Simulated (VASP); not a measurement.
**Eu: density of states with PBE+U**

The system is Eu.

```
Eu
1.0
     1.85078    3.20564    0.00000
    -1.85078    3.20564    0.00000
     0.00000    0.00000    5.80431
Eu
2
Cartesian
  0.0000 2.1371 4.3532
  0.0000 4.2742 1.4511
```

```
Program                 : VASP 6.6.1
Task                    : density of states
Functional              : PBE
Potentials or basis     : VASP PAW PBE potentials, release 64 (Eu)
Cutoff                  : 520 eV
k mesh                  : 7 × 7 × 4
Occupations             : methfessel-paxton, width 0.1391 eV
Spin                    : collinear spin, antiferromagnetic start
Starting moments        : [7.0, -7.0] μB
Hubbard terms           : Eu f U = 2.07 eV
Dipole correction       : no
k mesh for the DOS      : 11 × 11 × 6
Occupations for the DOS : tetrahedron
Further INCAR settings  : ALGO = Normal; EDIFF = 1e-07; NBANDS = 28
```

* Net moment: 0.00 μB per cell
* Site moments: Eu +6.71, -6.71 μB
* Valence electrons inside the program's atomic spheres: Eu 14.86

Levels at points of the mesh, in eV from the Fermi level:
Spin up:
```tsv
k point	band 14	band 15	band 16	band 17	band 18	band 19	band 20	band 21
(0.00, 0.00, 0.00)	-0.62	-0.58	-0.58	-0.53	2.17	2.23	2.23	2.95
(0.00, 0.00, 0.50)	-0.61	-0.57	-0.57	-0.53	1.45	2.05	2.06	2.06
```
Spin down:
| k point | band 14 | band 15 | band 16 | band 17 | band 18 | band 19 | band 20 | band 21 |
| --- | --- | --- | --- | --- | --- | --- | --- | --- |
| (0.00, 0.00, 0.00) | -0.62 | -0.58 | -0.58 | -0.53 | 2.17 | 2.23 | 2.23 | 2.95 |
| (0.00, 0.00, 0.50) | -0.61 | -0.57 | -0.57 | -0.53 | 1.45 | 2.05 | 2.06 | 2.06 |

Eigenvalues of the final occupation matrices:
| site | spin | trace | eigenvalues |
| --- | --- | --- | --- |
| site 1 f | 1 | 6.68 | 0.92 0.94 0.96 0.96 0.97 0.97 0.97 |
| site 1 f | 2 | 0.00 | 0.00 0.00 0.00 0.00 0.00 0.00 0.00 |
| site 2 f | 1 | 0.00 | 0.00 0.00 0.00 0.00 0.00 0.00 0.00 |
| site 2 f | 2 | 6.68 | 0.92 0.94 0.96 0.96 0.97 0.97 0.97 |

It took 16 min on 1 thread of Intel(R) Xeon(R) Platinum 8488C (Sapphire Rapids), with other jobs on the host, peak memory 0.53 GiB.

Caveat: spin-orbit coupling is left out, which moves the levels of the heavy elements. The state reached can hang on the start; a lower one may exist.
